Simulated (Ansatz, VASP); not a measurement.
# BaNa2MnP2O8 in VASP and in Ansatz

Contents of INCAR:

```
ALGO = Normal ; EDIFF = 1E-7
ENCUT = 520 ; GGA = PE
ISIF = 2 ; ISMEAR = 0
ISPIN = 2 ; LASPH = True
LCHARG = False ; LDAU = True
LDAUJ = 0 0 0 0 0 ; LDAUL = -1 -1 2 -1 -1
LDAUPRINT = 1 ; LDAUTYPE = 2
LDAUU = 0 0 3.9 0 0 ; LMAXMIX = 4
LORBIT = 11 ; LREAL = False
LWAVE = False ; MAGMOM = 0 0 0 5 0 0 0 0 0 0 0 0 0 0
NBANDS = 64 ; NELM = 150
PREC = Accurate ; SIGMA = 0.05
```

Contents of KPOINTS:

```
k-points
0
Gamma
  3 3 2
```

Contents of POSCAR:

```
BaNa2MnP2O8
1.0
    5.3761000000      0.0000000000      0.0000000000
   -2.6880500000      4.6558391700      0.0000000000
    0.0000000000      0.0000000000      7.0999000000
Na Ba Mn P O
2 1 1 2 8
Direct
    0.3333333300      0.6666666700      0.1809220000
    0.6666666700      0.3333333300      0.8190780000
    0.0000000000      0.0000000000      0.5000000000
    0.0000000000      0.0000000000      0.0000000000
    0.3333333300      0.6666666700      0.7432070000
    0.6666666700      0.3333333300      0.2567930000
    0.3333333300      0.6666666700      0.5253630000
    0.6666666700      0.3333333300      0.4746370000
    0.8229305000      0.6458610000      0.1786850000
    0.8229305000      0.1770695000      0.1786850000
    0.3541390000      0.1770695000      0.1786850000
    0.1770695000      0.3541390000      0.8213150000
    0.1770695000      0.8229305000      0.8213150000
    0.6458610000      0.8229305000      0.8213150000
```

Input for Ansatz:

```yaml
crystal:
  lattice:
    - [5.3761, 0.0, 0.0]
    - [-2.68805, 4.65583917, 0.0]
    - [0.0, 0.0, 7.0999]
  atoms:
    - { symbol: Na, position: [0.33333333, 0.66666667, 0.180922] }
    - { symbol: Na, position: [0.66666667, 0.33333333, 0.819078] }
    - { symbol: Ba, position: [0.0, 0.0, 0.5] }
    - { symbol: Mn, position: [0.0, 0.0, 0.0], spin: 5.0 }
    - { symbol: P, position: [0.33333333, 0.66666667, 0.743207] }
    - { symbol: P, position: [0.66666667, 0.33333333, 0.256793] }
    - { symbol: O, position: [0.33333333, 0.66666667, 0.525363] }
    - { symbol: O, position: [0.66666667, 0.33333333, 0.474637] }
    - { symbol: O, position: [0.8229305, 0.645861, 0.178685] }
    - { symbol: O, position: [0.8229305, 0.1770695, 0.178685] }
    - { symbol: O, position: [0.354139, 0.1770695, 0.178685] }
    - { symbol: O, position: [0.1770695, 0.354139, 0.821315] }
    - { symbol: O, position: [0.1770695, 0.8229305, 0.821315] }
    - { symbol: O, position: [0.645861, 0.8229305, 0.821315] }
basis:
  ecutwfc: 420
  ecutrho_ratio: 4
kpoints:
  mp_grid: { grid: [3, 3, 2] }
hamiltonian:
  xc: pbe
  hubbard: { sites: [{ species: Mn, l: d, u_eff: 3.9 }] }
scf:
  occupations: { method: gaussian, width: 0.05 }
output:
  forces: true
  stress: true
  eigenvalues: true
  populations: true
  hubbard: { sites: [{ species: Mn, l: d }] }
magnetization:
  spin_polarized: true
```

Alike in both runs: task single point; functional PBE; k mesh 3 × 3 × 2; occupations gaussian, width 0.05 eV; collinear spin; Hubbard terms Mn d U = 3.9 eV.

```csv
,VASP,Ansatz
version,VASP 6.6.1,Ansatz 0.2.0
potentials or method,"VASP PAW PBE potentials, release 64 (Na_pv, Ba_sv, Mn_pv, P, O), cutoff 520 eV","scalar-relativistic, plane waves, PAW"
valence electrons in the cell,95,101
```

Ansatz gave:

* gap on the k mesh at the Fermi level (eV): 3.74
* least direct gap on the mesh (eV): 3.86
* pressure (GPa): 4.3
* traceless stress, the component that is largest in VASP (GPa): -0.84
* rms of the force components (eV/Å): 0.334
* net moment per atom (μB): 0.36
* size of the moment on the site where the two differ most (μB): 4.15

Q: What did VASP give for the same quantities?

A: gap on the k mesh at the Fermi level (eV): 3.64; least direct gap on the mesh (eV): 3.74; pressure (GPa): 4.1; traceless stress, the component that is largest in VASP (GPa): -0.72; rms of the force components (eV/Å): 0.323; net moment per atom (μB): 0.36; size of the moment on the site where the two differ most (μB): 4.61.

Site moments also hang on the region over which each program counts them. The programs project onto different local orbitals, so the same U acts differently, and such runs can settle in different states. Atom by atom the forces differ by 0.028 eV/Å (rms over components). VASP's potentials hold 95 valence electrons a cell and Ansatz's 101, so a difference there can come from the potentials and not from the codes.

The k mesh is coarse, so the values compare programs but aren't converged. Spin-orbit coupling is off throughout.
